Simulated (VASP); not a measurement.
# Al8N6O (a cell with a defect) in VASP: notebook

Al8N6O (a cell with a defect) is run at these levels: PBE; tasks: single point.

The COD entry that gives the cell may itself be a prediction, so a difference from it is no test against experiment.

Everything below comes from runs of VASP 6.6.1. Logs are shortened: lines on timing, memory, paths and dates and some standing lists are left out, and cuts for length are marked.

**1. The cell of the first run**

The cell holds a defect, 15 atoms: a = 6.288 Å, b = 5.446 Å, c = 5.046 Å, α = 90.00°, β = 90.00°, γ = 90.00°.

**2. Single point, PBE**

INCAR

```
SYSTEM = Al8N6O
PREC = Accurate ; ENCUT = 520
EDIFF = 1E-6 ; ISMEAR = 0
SIGMA = 0.05 ; LREAL = Auto
LASPH = .True. ; NELM = 80
ALGO = Normal ; ISIF = 2
LWAVE = .False. ; LCHARG = .False.
GGA = PE ; NBANDS = 43
NELECT = 58.0
```

KPOINTS

```
Automatic mesh
0
Gamma
  2 3 3
  0 0 0
```

POSCAR

```
Al8N6O
1.0
   -3.1440000000     -5.4455680000      0.0000000000
    4.7160000000     -2.7227840000      0.0000000000
    0.0000000000      0.0000000000      5.0460000000
Al N O
8 6 1
Direct
    0.4898219144      0.6548831847      0.0022695204
    0.5018309099      0.3289617008      0.5003149029
    0.2517957508      0.1669486515      0.0005404281
    0.2609020644      0.8409319530      0.5013553310
    0.0001952131      0.6681723389     -0.0121906461
    0.0043496632      0.3213543980      0.5034482759
    0.7529349754      0.1804893050      0.0035838288
    0.7480502887      0.8350413714      0.4909435196
    0.5046663507      0.6648922830      0.3806535870
    0.5032875081      0.3286127916      0.8793692033
    0.2510186511      0.1670154027      0.3795980975
    0.2487310474      0.8320128102      0.8792750694
    0.0007265652      0.3382447670      0.8801591359
    0.7555127816      0.1628420664      0.3811331748
    0.0012123516      0.6667870300      0.3775733254
```

Potentials or basis: VASP PAW PBE potentials, release 64 (Al, N, O).

The run is started by

```console
$ cat potpaw_PBE.64/Al/POTCAR potpaw_PBE.64/N/POTCAR potpaw_PBE.64/O/POTCAR > POTCAR
$ mpirun -np 1 vasp_std > vasp.out
```

OUTCAR:

```text
SYSTEM = Al8N6O
   PREC = Accurate
   ENCUT = 520
   EDIFF = 1E-6
   ISMEAR = 0
   LREAL = Auto
   LASPH = .True.
   NELM = 80
   ISIF = 2
   GGA = PE
   NELECT = 58.0

 ion  position               nearest neighbor table
   1  0.490  0.655  0.002-  10 1.88  12 1.90   9 1.91   3 3.05   7 3.07   4 3.07   2 3.08   4 3.08
                             5 3.08   2 3.09   8 3.11   3 3.16   8 3.20   5 3.21   7 3.31
   2  0.502  0.329  0.500-  11 1.91  10 1.91   9 1.93  14 1.93   4 3.06   7 3.07   1 3.08   1 3.09
                             7 3.10   3 3.10   3 3.10   8 3.10   6 3.13   6 3.16   8 3.16   4 3.17
   3  0.252  0.167  0.001-  10 1.91  11 1.91  12 1.92  13 1.93   1 3.05   6 3.07   4 3.08   4 3.09
                             6 3.09   2 3.10   2 3.10   7 3.14   5 3.14   7 3.15   5 3.16   1 3.16
   4  0.261  0.841  0.501-  11 1.88   9 1.91  12 1.91  15 1.99   2 3.06   8 3.06   1 3.07   6 3.07
                             1 3.08   3 3.08   3 3.09   5 3.10   2 3.17   5 3.21   8 3.23   6 3.26
   5  0.000  0.668  0.988-  13 1.88  12 1.88  15 1.97   7 3.08   1 3.08   6 3.09   4 3.10   8 3.10
                             8 3.13   3 3.14   3 3.16   7 3.19   4 3.21   1 3.21   6 3.22
   6  0.004  0.321  0.503-  11 1.87  14 1.89  13 1.90  15 1.99   3 3.07   4 3.07   7 3.07   7 3.08
                             5 3.09   3 3.09   8 3.10   2 3.13   2 3.16   5 3.22   8 3.23   4 3.26
   7  0.753  0.180  0.004-  10 1.87  13 1.89  14 1.91   1 3.07   2 3.07   6 3.07   6 3.08   5 3.08
                             8 3.10   2 3.10   3 3.14   3 3.15   5 3.19   8 3.20   1 3.31
   8  0.748  0.835  0.491-  14 1.87   9 1.87  15 1.92   4 3.06   7 3.10   6 3.10   5 3.10   2 3.10
                             1 3.11   5 3.13   2 3.16   7 3.20   1 3.20   4 3.23   6 3.23
   9  0.505  0.665  0.381-   8 1.87   4 1.91   1 1.91   2 1.93
  10  0.503  0.329  0.879-   7 1.87   1 1.88   3 1.91   2 1.91
  11  0.251  0.167  0.380-   6 1.87   4 1.88   2 1.91   3 1.91
  12  0.249  0.832  0.879-   5 1.88   1 1.90   4 1.91   3 1.92
  13  0.001  0.338  0.880-   5 1.88   7 1.89   6 1.90   3 1.93
  14  0.756  0.163  0.381-   8 1.87   6 1.89   7 1.91   2 1.93
  15  0.001  0.667  0.378-   8 1.92   5 1.97   6 1.99   4 1.99

  LATTYP: Found a simple orthorhombic cell.
 ALAT       =     5.0460000000
 B/A-ratio  =     1.0791850583
 C/A-ratio  =     1.2461355977

  Lattice vectors:

 A1 = (   0.0000000000,   0.0000000000,  -5.0460000000)
 A2 = (   4.7160000000,  -2.7227840000,   0.0000000000)
 A3 = (  -3.1440000000,  -5.4455680000,   0.0000000000)

Analysis of symmetry for initial positions (statically):
=====================================================================
 Subroutine PRICEL returns:
 Original cell was already a primitive cell.

 Routine SETGRP: Setting up the symmetry group for a
 simple orthorhombic supercell.

 Subroutine GETGRP returns: Found  1 space group operations
 (whereof  1 operations were pure point group operations)
 out of a pool of  8 trial point group operations.

The static configuration has the point symmetry C_1 .

Analysis of symmetry for dynamics (positions and initial velocities):
=====================================================================
 Subroutine PRICEL returns:
 Original cell was already a primitive cell.

 Routine SETGRP: Setting up the symmetry group for a
 simple orthorhombic supercell.

 Subroutine GETGRP returns: Found  1 space group operations
 (whereof  1 operations were pure point group operations)
 out of a pool of  8 trial point group operations.

The dynamic configuration has the point symmetry C_1 .

 Subroutine INISYM returns: Found  1 space group operations
 (whereof  1 operations are pure point group operations),
 and found     1 'primitive' translations

----------------------------------------------------------------------------------------

                                     Primitive cell

  volume of cell :     172.7838

  direct lattice vectors                    reciprocal lattice vectors
    -3.144000000 -5.445568000  0.000000000    -0.079516539 -0.137726680  0.000000000
     4.716000000 -2.722784000  0.000000000     0.159033079 -0.091817787  0.000000000
     0.000000000  0.000000000  5.046000000     0.000000000  0.000000000  0.198176774

  length of vectors
     6.288000226  5.445567804  5.046000000     0.159033073  0.183635580  0.198176774

  position of ions in fractional coordinates (direct lattice)
     0.489821914  0.654883185  0.002269520
     0.501830910  0.328961701  0.500314903
     0.251795751  0.166948652  0.000540428
     0.260902064  0.840931953  0.501355331
[... 47 lines left out ...]

  Shift w.r.t. Gamma in fractional coordinates (k-lattice)
     0.000000000  0.000000000  0.000000000

 Subroutine IBZKPT returns following result:
 ===========================================

 Found     10 irreducible k-points:

 Following reciprocal coordinates:
            Coordinates               Weight
  0.000000  0.000000  0.000000      1.000000
  0.500000 -0.000000  0.000000      1.000000
  0.000000  0.333333  0.000000      2.000000
  0.500000  0.333333  0.000000      2.000000
  0.000000  0.000000  0.333333      2.000000
  0.500000 -0.000000  0.333333      2.000000
  0.000000  0.333333  0.333333      2.000000
 -0.000000 -0.333333  0.333333      2.000000
  0.500000  0.333333  0.333333      2.000000
  0.500000 -0.333333  0.333333      2.000000
   k-points           NKPTS =     10   k-points in BZ     NKDIM =     10   number of bands    NBANDS=     43
   number of dos      NEDOS =    301   number of ions     NIONS =     15
   total plane-waves  NPLWV =  80640
   dimension x,y,z NGX =    48 NGY =   42 NGZ =   40
   dimension x,y,z NGXF=    96 NGYF=   84 NGZF=   80
   ions per type =               8   6   1
   NGX,Y,Z   is equivalent  to a cutoff of  12.69, 12.82, 13.18 a.u.
   NGXF,Y,Z  is equivalent  to a cutoff of  25.38, 25.64, 26.36 a.u.
 SYSTEM =  Al8N6O
   PREC   = accura    normal or accurate (medium, high low for compatibility)
   ISTART =      0    job   : 0-new  1-cont  2-samecut
   ICHARG =      2    charge: 1-file 2-atom 10-const
   ISPIN  =      1    spin polarized calculation?
   LNONCOLLINEAR =      F non collinear calculations
   LSORBIT =      F    spin-orbit coupling
   LASPH  =      T    aspherical Exc in radial PAW
   ENCUT  =  520.0 eV  38.22 Ry    6.18 a.u.  11.69 10.13  9.38*2*pi/ulx,y,z
   NELM   =     80;   NELMIN=  2; NELMDL= -5     # of ELM steps
   EDIFF  = 0.1E-05   stopping-criterion for ELM
   LREAL  =      T    real-space projection
   EDIFFG = 0.1E-04   stopping-criterion for IOM
   NSW    =      0    number of steps for IOM
[... 5 lines left out ...]
   TEBEG  =    0.0;   TEEND  =   0.0 temperature during run
   PSTRESS=    0.0 pullay stress
   NELECT =      58.0000    total number of electrons
   NUPDOWN=      -1.0000    fix difference up-down
   EMIN   =  10.00;   EMAX   =-10.00  energy-range for DOS
   EFERMI =   0.00;   METHOD = LEGACY
   ISMEAR =     0;   SIGMA  =   0.05  broadening in eV -4-tet -1-fermi 0-gaus
   EFERMI_NEDOS =   21; number of points for ismear=-14 and -15
   IALGO  =     38    algorithm
   IMIX   =      4    mixing-type and parameters
     AMIX     =   0.40;   BMIX     =  1.00
     AMIX_MAG =   1.60;   BMIX_MAG =  1.00
  volume/ion in A,a.u.               =      11.52        77.73
  Fermi-wavevector in a.u.,A,eV,Ry     =   1.137758  2.150051 17.612645  1.294493
  Thomas-Fermi vector in A             =   2.274463
   LORBIT       =      0    0 simple, 1 ext, 2 COOP (PROOUT), +10 PAW based schemes
   GGA     = PE    functional components
   LHFCALC =     F    Hartree Fock is set to
   AEXX    =    0.0000 exact exchange contribution
   IVDW    =     0    specifies the selected vdW correction
   LEPSILON=     F    determine dielectric tensor
   LRPA    =     F    only Hartree local field effects (RPA)
 non-spin polarized calculation
 Gauss-broadening in eV      SIGMA  =   0.05
  energy-cutoff  :      520.00
  volume of cell :      172.78
 maximum number of plane-waves:      4672
 NGX is ok and might be reduce to    48
   NGX = 23   NGY = 21   NGZ = 19

 number of electron      57.9999998 magnetization

 Free energy of the ion-electron system (eV)
  ---------------------------------------------------
  ext. energy  EPLUGINS =         0.00000000
  ---------------------------------------------------
  free energy    TOTEN  =      -120.31490805 eV

  energy without entropy =     -120.31490805  energy(sigma->0) =     -120.31490805

 E-fermi :   6.3652     XC(G=0): -10.3726

 val. band max:        6.1039111401   @ k =   0.5000  -0.0000   0.0000
 cond. band min:       8.2972250695   @ k =   0.5000  -0.0000   0.0000
 fundamental gap:      2.1933139294
 Fermi energy:         6.3651519486

 k-point     1 :       0.0000    0.0000    0.0000
  band No.  band energies     occupation
      1     -13.1680      2.00000
      2      -8.8823      2.00000
      3      -7.6402      2.00000
      4      -7.5851      2.00000
      5      -7.0594      2.00000
      6      -7.0140      2.00000
[... 429 lines left out ...]
     40      14.0476      0.00000
     41      14.1353      0.00000
 [bands above 41 left out]

------------------------ aborting loop because EDIFF is reached ----------------------------------------

  FORCE on cell =-STRESS in cart. coord.  units (eV):
  Direction    XX          YY          ZZ          XY          YZ          ZX
  --------------------------------------------------------------------------------------
  -------------------------------------------------------------------------------------
  Total      -24.5330172    -22.8925967    -24.6027367     -0.2589464      0.2166336      0.3656556
  in kB     -227.4880466   -212.2768695   -228.1345367     -2.4011404      2.0087852      3.3906256
  external PRESSURE =    -222.6331510 kB  Pullay stress =       0.0000000 kB

 VOLUME and BASIS-vectors are now :
 -----------------------------------------------------------------------------
  energy-cutoff  :      520.00
  volume of cell :      172.78
      direct lattice vectors                 reciprocal lattice vectors
    -3.144000000 -5.445568000  0.000000000    -0.079516539 -0.137726680  0.000000000
     4.716000000 -2.722784000  0.000000000     0.159033079 -0.091817787  0.000000000
     0.000000000  0.000000000  5.046000000     0.000000000  0.000000000  0.198176774

 POSITION                                       TOTAL-FORCE (eV/Angst)
 -----------------------------------------------------------------------------------
      1.54843     -4.45046      0.01145        -0.001120      0.007519      0.007692
     -0.02637     -3.62845      2.52459        -0.003019      0.000026     -0.004377
     -0.00432     -1.82574      0.00273         0.004488     -0.000747     -0.000623
      3.14556     -3.71044      2.52984         0.000751     -0.005034      0.003376
      3.15049     -1.82035      4.98449        -0.000312     -0.006044     -0.003496
      1.50183     -0.89866      2.54040        -0.004168      0.004567      0.000355
     -1.51604     -4.59159      0.01808         0.007399     -0.004047     -0.000118
      1.58618     -6.34720      2.47730        -0.000482      0.001377      0.003360
      1.54896     -4.55855      1.92078        -0.000756      0.007590      0.004006
     -0.03260     -3.63543      4.43730        -0.001027      0.005258     -0.006783
     -0.00156     -1.82169      1.91545        -0.002098     -0.001496     -0.004518
      3.14176     -3.61987      4.43682         0.003790     -0.010567     -0.000983
      1.59288     -0.92492      4.44128        -0.007580      0.003719     -0.002545
     -1.60737     -4.55758      1.92320         0.006312     -0.002545      0.000930
      3.14076     -1.82212      1.90523        -0.002177      0.000423      0.003723
 -----------------------------------------------------------------------------------
    total drift:                                0.003428     -0.005856      0.006852

  FREE ENERGIE OF THE ION-ELECTRON SYSTEM (eV)
  ---------------------------------------------------
  free  energy   TOTEN  =      -120.3149080504 eV

  energy  without entropy=     -120.3149080504  energy(sigma->0) =     -120.31490805
```

It took 78 s on 1 thread of Intel Xeon 6975P-C (Granite Rapids), shared host; peak memory 0.27 GiB.

What came out:

- Free energy: -120.3149 eV
- Largest force: 0.011 eV/Å

Forces in eV/Å, atoms in the order of the input:
```
Al  -0.001  0.008  0.008
Al  -0.003  0.000 -0.004
Al   0.004 -0.001 -0.001
Al   0.001 -0.005  0.003
Al   0.000 -0.006 -0.003
Al  -0.004  0.005  0.000
Al   0.007 -0.004  0.000
Al   0.000  0.001  0.003
N   -0.001  0.008  0.004
N   -0.001  0.005 -0.007
N   -0.002 -0.001 -0.005
N    0.004 -0.011 -0.001
N   -0.008  0.004 -0.003
N    0.006 -0.003  0.001
O   -0.002  0.000  0.004
```

Levels at points of the mesh, in eV from the Fermi level:
```
           k point  band 26  band 27  band 28  band 29  band 30  band 31  band 32  band 33
(0.00, 0.00, 0.00)    -1.63    -1.56    -1.33    -1.19     3.08     3.42     3.67     3.95
(0.50, 0.00, 0.00)    -2.02    -1.50    -1.31    -0.26     1.93     3.36     3.74     4.58
```

Caveat: the k points lie up to 0.50 Å⁻¹ apart; the cell carries a net charge on a neutralising background, which shifts energy and pressure; the cell is charged against a uniform background, so pressure and absolute levels hang on convention.

(Part 1 of 2 ends here.)
